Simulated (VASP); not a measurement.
# HC12 in VASP: notebook

HC12 is run at these levels: PBE+D3(BJ); tasks: single point.

All numbers are computed with VASP 6.6.1; they aren't measurements. Logs are shortened: lines on timing, memory, paths and dates and some standing lists are left out, and cuts for length are marked.

## Step 1: The cell of the first run

The cell holds a slab with vacuum, 13 atoms: a = 4.931 Å, b = 4.010 Å, c = 21.601 Å, α = 90.00°, β = 90.00°, γ = 90.00°.

## Step 2: Single point, PBE+D3(BJ), collinear spin

The input, INCAR:

```
SYSTEM = HC12
  PREC = Accurate
  ENCUT = 520
  EDIFF = 1E-7
  ISMEAR = 0
  SIGMA = 0.05
  LREAL = .False.
  LASPH = .True.
  NELM = 150
  ALGO = Normal
  ISIF = 2
  LWAVE = .False.
  LCHARG = .False.
  ISPIN = 2
  MAGMOM = 0 0 0 0 0 0 0 0 0 0 0 0 1
  LORBIT = 11
  LDIPOL = .True.
  IDIPOL = 3
  DIPOL = 0.5 0.5 0.302
  GGA = PE
  IVDW = 12
  NBANDS = 40
  KPAR = 4
```

The input, KPOINTS:

```
regular mesh
0
Gamma
  6 7 1
  0 0 0
```

The input, POSCAR:

```
HC12
1.0
    4.9311586502      0.0000000000      0.0000000000
    0.0000000000      4.0098697767      0.0000000000
    0.0000000000      0.0000000000     21.6014232414
C H
12 1
Direct
    0.2500000000      0.3776970832      0.1851729840
    0.7500000000      0.3776970832      0.1851729840
    0.0000000000      0.4720802753      0.2130426460
    0.5000000000      0.4720802753      0.2130426460
    0.0000000000      0.6609562027      0.2688143161
    0.5000000000      0.6609562027      0.2688143161
    0.2500000000      0.7503681903      0.2962457608
    0.7500000000      0.7503681903      0.2962457608
    0.2500000000      0.9412921293      0.3552728042
    0.7500000000      0.9412921293      0.3552728042
    0.0000000000      0.0234303656      0.3796705036
    0.5000000000      0.0234303656      0.3796705036
    0.0833333333      0.3567636989      0.5231795662
```

Potentials or basis: VASP PAW PBE potentials, release 64 (C, H).

The run is started by

```console
$ cat potpaw_PBE.64/C/POTCAR potpaw_PBE.64/H/POTCAR > POTCAR
$ mpirun -np 4 vasp_std > vasp.out
```

OUTCAR:

```text
SYSTEM = HC12
   PREC = Accurate
   ENCUT = 520
   EDIFF = 1E-7
   ISMEAR = 0
   LREAL = .False.
   LASPH = .True.
   NELM = 150
   ISIF = 2
   ISPIN = 2
   LORBIT = 11
   GGA = PE
   IVDW = 12
 IVDW          = 12

 ion  position               nearest neighbor table
   1  0.250  0.378  0.185-   3 1.42   4 1.42
   2  0.750  0.378  0.185-   3 1.42   4 1.42
   3  0.000  0.472  0.213-   5 1.42   2 1.42   1 1.42
   4  0.500  0.472  0.213-   6 1.42   2 1.42   1 1.42
   5  0.000  0.661  0.269-   7 1.41   8 1.41   3 1.42
   6  0.500  0.661  0.269-   7 1.41   8 1.41   4 1.42
   7  0.250  0.750  0.296-   5 1.41   6 1.41   9 1.49
   8  0.750  0.750  0.296-   5 1.41   6 1.41  10 1.49
   9  0.250  0.941  0.355-  11 1.38  12 1.38   7 1.49
  10  0.750  0.941  0.355-  11 1.38  12 1.38   8 1.49
  11  0.000  0.023  0.380-   9 1.38  10 1.38
  12  0.500  0.023  0.380-   9 1.38  10 1.38
  13  0.083  0.357  0.523-

  LATTYP: Found a simple orthorhombic cell.
 ALAT       =     4.0098697767
 B/A-ratio  =     1.2297553100
 C/A-ratio  =     5.3870635318

  Lattice vectors:

 A1 = (   0.0000000000,  -4.0098697767,   0.0000000000)
 A2 = (   4.9311586502,   0.0000000000,   0.0000000000)
 A3 = (   0.0000000000,   0.0000000000,  21.6014232414)

Analysis of symmetry for initial positions (statically):
=====================================================================
 Subroutine PRICEL returns:
 Original cell was already a primitive cell.

 Routine SETGRP: Setting up the symmetry group for a
 simple orthorhombic supercell.

 Subroutine GETGRP returns: Found  1 space group operations
 (whereof  1 operations were pure point group operations)
 out of a pool of  8 trial point group operations.

The static configuration has the point symmetry C_1 .

Analysis of symmetry for dynamics (positions and initial velocities):
=====================================================================
 Subroutine PRICEL returns:
 Original cell was already a primitive cell.

 Routine SETGRP: Setting up the symmetry group for a
 simple orthorhombic supercell.

 Subroutine GETGRP returns: Found  1 space group operations
 (whereof  1 operations were pure point group operations)
 out of a pool of  8 trial point group operations.

The dynamic configuration has the point symmetry C_1 .

Analysis of structural, dynamic, and magnetic symmetry:
=====================================================================
 Subroutine PRICEL returns:
 Original cell was already a primitive cell.

 Routine SETGRP: Setting up the symmetry group for a
 simple orthorhombic supercell.

 Subroutine GETGRP returns: Found  1 space group operations
 (whereof  1 operations were pure point group operations)
 out of a pool of  8 trial point group operations.

The overall configuration has the point symmetry C_1 .

 Subroutine INISYM returns: Found  1 space group operations
 (whereof  1 operations are pure point group operations),
 and found     1 'primitive' translations

----------------------------------------------------------------------------------------

                                     Primitive cell

  volume of cell :     427.1315

  direct lattice vectors                    reciprocal lattice vectors
     4.931158650  0.000000000  0.000000000     0.202792096  0.000000000  0.000000000
     0.000000000  4.009869777  0.000000000     0.000000000  0.249384657  0.000000000
     0.000000000  0.000000000 21.601423241     0.000000000  0.000000000  0.046293246

  length of vectors
     4.931158650  4.009869777 21.601423241     0.202792096  0.249384657  0.046293246

  position of ions in fractional coordinates (direct lattice)
     0.250000000  0.377697083  0.185172984
     0.750000000  0.377697083  0.185172984
     0.000000000  0.472080275  0.213042646
     0.500000000  0.472080275  0.213042646
     0.000000000  0.660956203  0.268814316
     0.500000000  0.660956203  0.268814316
     0.250000000  0.750368190  0.296245761
     0.750000000  0.750368190  0.296245761
     0.250000000  0.941292129  0.355272804
     0.750000000  0.941292129  0.355272804
     0.000000000  0.023430366  0.379670504
     0.500000000  0.023430366  0.379670504
     0.083333333  0.356763699  0.523179566

  ion indices of the primitive-cell ions
   primitive index   ion index
                 1           1
                 2           2
                 3           3
                 4           4
                 5           5
                 6           6
                 7           7
                 8           8
                 9           9
                10          10
                11          11
                12          12
[... 53 lines left out ...]
   number of dos      NEDOS =    301   number of ions     NIONS =     13
   total plane-waves  NPLWV = 194400
   dimension x,y,z NGX =    40 NGY =   30 NGZ =  162
   dimension x,y,z NGXF=    80 NGYF=   60 NGZF=  324
   ions per type =              12   1
   NGX,Y,Z   is equivalent  to a cutoff of  13.49, 12.44, 12.47 a.u.
   NGXF,Y,Z  is equivalent  to a cutoff of  26.97, 24.88, 24.94 a.u.
 SYSTEM =  HC12
   PREC   = accura    normal or accurate (medium, high low for compatibility)
   ISTART =      0    job   : 0-new  1-cont  2-samecut
   ICHARG =      2    charge: 1-file 2-atom 10-const
   ISPIN  =      2    spin polarized calculation?
   LNONCOLLINEAR =      F non collinear calculations
   LSORBIT =      F    spin-orbit coupling
   LASPH  =      T    aspherical Exc in radial PAW
   ENCUT  =  520.0 eV  38.22 Ry    6.18 a.u.   9.17  7.46 40.16*2*pi/ulx,y,z
   NELM   =    150;   NELMIN=  2; NELMDL= -5     # of ELM steps
   EDIFF  = 0.1E-06   stopping-criterion for ELM
   LREAL  =      F    real-space projection
   EDIFFG = 0.1E-05   stopping-criterion for IOM
   NSW    =      0    number of steps for IOM
   IBRION =     -1    ionic relax: 0-MD 1-quasi-New 2-CG
   NFREE  =      0    steps in history (QN), initial steepest desc. (CG)
   ISIF   =      2    stress and relaxation
   ISYM   =      2    0-nonsym 1-usesym 2-fastsym
   POTIM  = 0.5000    time-step for ionic-motion
   TEBEG  =    0.0;   TEEND  =   0.0 temperature during run
   PSTRESS=    0.0 pullay stress
   NELECT =      49.0000    total number of electrons
   NUPDOWN=      -1.0000    fix difference up-down
   EMIN   =  10.00;   EMAX   =-10.00  energy-range for DOS
   EFERMI =   0.00;   METHOD = LEGACY
   ISMEAR =     0;   SIGMA  =   0.05  broadening in eV -4-tet -1-fermi 0-gaus
   EFERMI_NEDOS =   21; number of points for ismear=-14 and -15
   IALGO  =     38    algorithm
   IMIX   =      4    mixing-type and parameters
     AMIX     =   0.40;   BMIX     =  1.00
     AMIX_MAG =   1.60;   BMIX_MAG =  1.00
  volume/ion in A,a.u.               =      32.86       221.73
  Fermi-wavevector in a.u.,A,eV,Ry     =   0.795462  1.503206  8.609228  0.632760
  Thomas-Fermi vector in A             =   1.901795
   LORBIT       =     11    0 simple, 1 ext, 2 COOP (PROOUT), +10 PAW based schemes
   GGA     = PE    functional components
   LHFCALC =     F    Hartree Fock is set to
   AEXX    =    0.0000 exact exchange contribution
   IVDW    =    12    specifies the selected vdW correction
   LEPSILON=     F    determine dielectric tensor
   LRPA    =     F    only Hartree local field effects (RPA)
 spin polarized calculation
 Gauss-broadening in eV      SIGMA  =   0.05
  energy-cutoff  :      520.00
  volume of cell :      427.13
 maximum number of plane-waves:     11558
 NGX is ok and might be reduce to    40
   NGX = 19   NGY = 15   NGZ = 81

 dipolmoment           0.000000      0.000000      0.122024 electrons x Angstroem

 number of electron      49.0000007 magnetization       1.0504184

 dipolmoment           0.000000      0.000000     -0.045182 electrons x Angstroem

 Free energy of the ion-electron system (eV)
  ---------------------------------------------------
  ext. energy  EPLUGINS =         0.00000000
  ---------------------------------------------------
  free energy    TOTEN  =       -99.30546853 eV

  energy without entropy =      -99.29230578  energy(sigma->0) =      -99.29888716

 E-fermi :  -3.2769     XC(G=0):  -3.5501

 val. band max:       -3.2804900319   @ k =   0.1667   0.1429   0.0000
 cond. band min:      -3.2761068637   @ k =   0.1667   0.4286   0.0000
 fundamental gap:      0.0043831682
 Fermi energy:        -3.2769233554

 spin component 1

 k-point     1 :       0.0000    0.0000    0.0000
  band No.  band energies     occupation
      1     -22.1481      1.00000
      2     -20.4217      1.00000
      3     -18.0669      1.00000
      4     -17.9857      1.00000
      5     -17.8584      1.00000
      6     -16.1702      1.00000
[... 847 lines left out ...]
     35       4.4498      0.00000
     36       4.8861      0.00000
 Fermi energy:        -3.2769233554

 spin component 2

 k-point     1 :       0.0000    0.0000    0.0000
  band No.  band energies     occupation
      1     -22.1550      1.00000
      2     -20.4384      1.00000
      3     -18.0364      1.00000
      4     -17.9454      1.00000
      5     -17.9083      1.00000
      6     -16.3423      1.00000
[... 847 lines left out ...]
     35       5.0756      0.00000
     36       5.2055      0.00000
 [bands above 36 left out]

------------------------ aborting loop because EDIFF is reached ----------------------------------------

 vacuum level on the upper side and lower side of the slab       (xc-potential included)        -0.201         0.202

 Edisp (eV)   -1.31332

 E8    (eV) :    -0.3893

  FORCE on cell =-STRESS in cart. coord.  units (eV):
  Direction    XX          YY          ZZ          XY          YZ          ZX
  --------------------------------------------------------------------------------------
  -------------------------------------------------------------------------------------
  Total      -0.61600     0.12779     0.82089     0.12394     0.58512     0.18396
  in kB      -2.31063     0.47935     3.07916     0.46491     2.19480     0.69002
  external pressure =        0.42 kB  Pullay stress =        0.00 kB

 VOLUME and BASIS-vectors are now :
 -----------------------------------------------------------------------------
  energy-cutoff  :      520.00
  volume of cell :      427.13
      direct lattice vectors                 reciprocal lattice vectors
     4.931158650  0.000000000  0.000000000     0.202792096  0.000000000  0.000000000
     0.000000000  4.009869777  0.000000000     0.000000000  0.249384657  0.000000000
     0.000000000  0.000000000 21.601423241     0.000000000  0.000000000  0.046293246

 POSITION                                       TOTAL-FORCE (eV/Angst)
 -----------------------------------------------------------------------------------
      1.23279      1.51452      4.00000        -0.101973      0.323643      0.753113
      3.69837      1.51452      4.00000         0.021580      1.343784      2.103681
      0.00000      1.89298      4.60202         0.302018     -1.494014     -2.677123
      2.46558      1.89298      4.60202        -0.259821     -1.491585     -2.614565
      0.00000      2.65035      5.80677        -0.189414      0.554054      1.109437
      2.46558      2.65035      5.80677         0.212985      0.569804      1.085474
      1.23279      3.00888      6.39933        -0.146155      0.206574      0.286886
      3.69837      3.00888      6.39933         0.129555      0.151647      0.251502
      1.23279      3.77446      7.67440         0.170858     -0.334497     -0.470350
      3.69837      3.77446      7.67440        -0.248305     -0.193751     -0.301091
      0.00000      0.09395      8.20142         0.006048     -0.013797     -0.058452
      2.46558      0.09395      8.20142         0.107902      0.406571      0.632270
      0.41093      1.43058     11.30142        -0.005277     -0.028435     -0.100782
 -----------------------------------------------------------------------------------
    total drift:                                0.000005     -0.000001     -0.000205

  FREE ENERGIE OF THE ION-ELECTRON SYSTEM (eV)
  ---------------------------------------------------
  free  energy   TOTEN  =      -100.6187897447 eV

  energy  without entropy=     -100.6056269955  energy(sigma->0) =     -100.61220837

 vacuum level on the upper side and lower side of the slab         2.387         2.805

 total charge

# of ion       s       p       d       tot
------------------------------------------
    1        0.900   1.543   0.000   2.443
    2        0.888   1.532   0.000   2.420
    3        0.869   1.765   0.000   2.633
    4        0.866   1.767   0.000   2.634
    5        0.874   1.781   0.000   2.655
    6        0.871   1.784   0.000   2.655
    7        0.865   1.745   0.000   2.610
    8        0.870   1.738   0.000   2.609
    9        0.868   1.784   0.000   2.652
   10        0.871   1.781   0.000   2.652
   11        0.903   1.599   0.000   2.502
   12        0.907   1.610   0.000   2.516
   13        0.375   0.000   0.000   0.375
--------------------------------------------------
tot         10.928  20.429   0.000  31.356

 magnetization (x)

# of ion       s       p       d       tot
------------------------------------------
    1        0.001  -0.002   0.000  -0.002
    2        0.083   0.396   0.000   0.479
    3        0.001   0.001   0.000   0.002
    4        0.003  -0.000   0.000   0.002
    5        0.005   0.031   0.000   0.036
    6        0.004   0.022   0.000   0.026
    7       -0.006  -0.028   0.000  -0.034
    8       -0.007  -0.036   0.000  -0.043
    9       -0.003   0.007   0.000   0.004
   10       -0.002   0.006   0.000   0.004
   11       -0.056  -0.357   0.000  -0.413
   12       -0.004  -0.017   0.000  -0.021
   13        0.375  -0.000   0.000   0.375
--------------------------------------------------
tot          0.393   0.022   0.000   0.415
```

It took 8.6 min on 4 MPI ranks of Intel Xeon Platinum 8488C (Sapphire Rapids), shared host; peak memory 0.98 GiB.

Results:

```yaml
Free_energy: -100.6188 eV
Largest_force: 3.081 eV/Å
Net_moment: 1.05 μB per cell
Site_moments: C -0.00, +0.48, +0.00, +0.04, +0.03, -0.03, -0.04, -0.41, -0.02 (each value once); H +0.38 μB
Valence_electrons_inside_the_program's_atomic_spheres: C 2.44, 2.42, 2.63, 2.65, 2.61, 2.50, 2.52 (each value once); H 0.38
Dispersion_energy_per_atom: -0.101 eV
```

Forces in eV/Å, atoms in the order of the input:
```
C   -0.102  0.324  0.753
C    0.022  1.344  2.104
C    0.302 -1.494 -2.677
C   -0.260 -1.492 -2.615
C   -0.189  0.554  1.109
C    0.213  0.570  1.085
C   -0.146  0.207  0.287
C    0.130  0.152  0.252
C    0.171 -0.334 -0.470
C   -0.248 -0.194 -0.301
C    0.006 -0.014 -0.058
C    0.108  0.407  0.632
H   -0.005 -0.028 -0.101
```

Caveat: a moment this small can come from the mesh or the smearing.

## Step 3: Single point, PBE+D3(BJ), collinear spin

The input, INCAR:

```
PREC = Accurate ; ENCUT = 520
EDIFF = 1E-6 ; ISMEAR = 0
SIGMA = 0.05 ; LREAL = False
LASPH = True ; NELM = 150
ALGO = Normal ; ISIF = 2
LWAVE = False ; LCHARG = False
ISPIN = 2 ; MAGMOM = 0 0 0 0 0 0 0 0 0 0 0 0 1
LORBIT = 11 ; LDIPOL = True
IDIPOL = 3 ; DIPOL = 0.5 0.5 0.302
GGA = PE ; IVDW = 12
NBANDS = 40 ; KPAR = 4
```

The input, KPOINTS:

```
regular mesh
0
Gamma
  6 7 1
```

POSCAR, as its differences from that of step 2:

```diff
@@ -20,2 +20,2 @@
     0.5000000000      0.0234303656      0.3796705036
-    0.0833333333      0.3567636989      0.5231795662
+    0.0833333333      0.6900970322      0.5231795662
```

Potentials or basis: VASP PAW PBE potentials, release 64 (C, H).

The run is started by

```console
$ cat potpaw_PBE.64/C/POTCAR potpaw_PBE.64/H/POTCAR > POTCAR
$ mpirun -np 4 vasp_std > vasp.out
```

Run time: 10 min. Hardware: 4 MPI ranks of Intel Xeon Platinum 8259CL at 2.50GHz (Skylake/Cascade Lake), shared host; peak memory 0.96 GiB.

Results (log left out):

| Quantity | Value |
| --- | --- |
| Free energy | -100.2035 eV |
| Largest force | 3.269 eV/Å |
| Band gap on the k mesh | 0.04 eV (least direct gap 0.07 eV) |
| Net moment | 1.02 μB per cell |
| Site moments | C +0.00, -0.00, +0.01 (each value once); H +0.38 μB |
| Valence electrons inside the program's atomic spheres | C 2.43, 2.63, 2.65, 2.60, 2.51 (each value once); H 0.38 |
| Dispersion energy per atom | -0.101 eV |

Forces in eV/Å, atoms in the order of the input:
```
C    0.001  0.859  1.480
C   -0.001  0.860  1.479
C   -0.002 -1.615 -2.843
C    0.002 -1.613 -2.841
C   -0.004  0.723  1.322
C    0.004  0.724  1.321
C    0.000  0.022  0.017
C    0.000  0.015  0.011
C    0.007  0.004  0.004
C   -0.006 -0.016 -0.025
C   -0.013  0.008  0.062
C    0.013  0.022  0.054
H   -0.001  0.007 -0.041
```

Levels at points of the mesh, in eV from the valence-band top:
Spin up:
| k point | band 23 | band 24 | band 25 | band 26 | band 27 | band 28 |
| --- | --- | --- | --- | --- | --- | --- |
| (0.00, 0.00, 0.00) | -0.45 | -0.31 | -0.26 | 0.64 | 0.82 | 1.26 |
| (0.50, 0.00, 0.00) | -1.65 | -0.06 | -0.04 | 0.04 | 0.06 | 3.06 |
Spin down:
```
           k point  band 20  band 21  band 22  band 23  band 24  band 25  band 26  band 27  band 28  band 29
(0.00, 0.00, 0.00)    -1.68    -1.60    -0.42    -0.34    -0.26     0.60     0.83     1.26     2.18     2.64
(0.50, 0.00, 0.00)    -3.52    -1.90    -1.89    -0.05    -0.05     0.04     0.04     3.06     3.06     5.38
```
